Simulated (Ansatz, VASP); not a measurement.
## Pt: VASP beside Ansatz

The input INCAR:

```
SYSTEM = Pt
ALGO = Normal
EDIFF = 1E-7
ENCUT = 520
GGA = PS
ISIF = 2
ISMEAR = 1
LASPH = .True.
LCHARG = .False.
LREAL = .False.
LWAVE = .False.
NBANDS = 17
NELM = 100
PREC = Accurate
SIGMA = 0.2
```

KPOINTS

```
k-points
0
Gamma
  12 12 6
  0 0 0
```

POSCAR

```
Pt
1.0
    2.7606660000      0.0000000000      0.0000000000
   -1.3803330000      2.3908070000      0.0000000000
    0.0000000000      0.0000000000      4.7921340000
Pt
2
Direct
    0.6666666667      0.3333333333      0.7500000000
    0.3333333333      0.6666666667      0.2500000000
```

Input for Ansatz:

```yaml
crystal:
  lattice:
    - [2.760666, 0.0, 0.0]
    - [-1.380333, 2.390807, 0.0]
    - [0.0, 0.0, 4.792134]
  atoms:
    - { symbol: Pt, position: [0.6666666666666666, 0.3333333333333333, 0.75] }
    - { symbol: Pt, position: [0.3333333333333333, 0.6666666666666666, 0.25] }
kpoints:
  mp_grid:
    grid: [12, 12, 6]
hamiltonian:
  xc: pbesol
scf:
  occupations:
    method: methfessel_paxton
    width: 0.2
output:
  stress: true
```

Alike in both runs: task single point; functional PBEsol; k mesh 12 × 12 × 6; occupations methfessel-paxton of order 1, width 0.2 eV; no spin polarisation.

|  | VASP | Ansatz |
| --- | --- | --- |
| version | VASP 6.6.1 | Ansatz 0.2.0 |
| potentials or method | VASP PAW PBE potentials, release 64 (Pt) | plane waves, PAW |
| plane-wave cutoff (eV) | 520 | 420 |
| valence electrons in the cell | 20 | 36 |

Ansatz gave:

| Property | Result |
| --- | --- |
| pressure (GPa) | -10.9 |
| traceless stress, the component that is largest in VASP (GPa) | 0.38 |

Task: What did VASP give for the same quantities?

Result: Pressure (GPa): -11.2; traceless stress, the component that is largest in VASP (GPa): 0.24.

VASP's potentials were made for PBE, not for PBEsol. VASP's potentials hold 20 valence electrons a cell and Ansatz's 36, so a difference there can come from the potentials and not from the codes.

Spin-orbit coupling is off throughout.
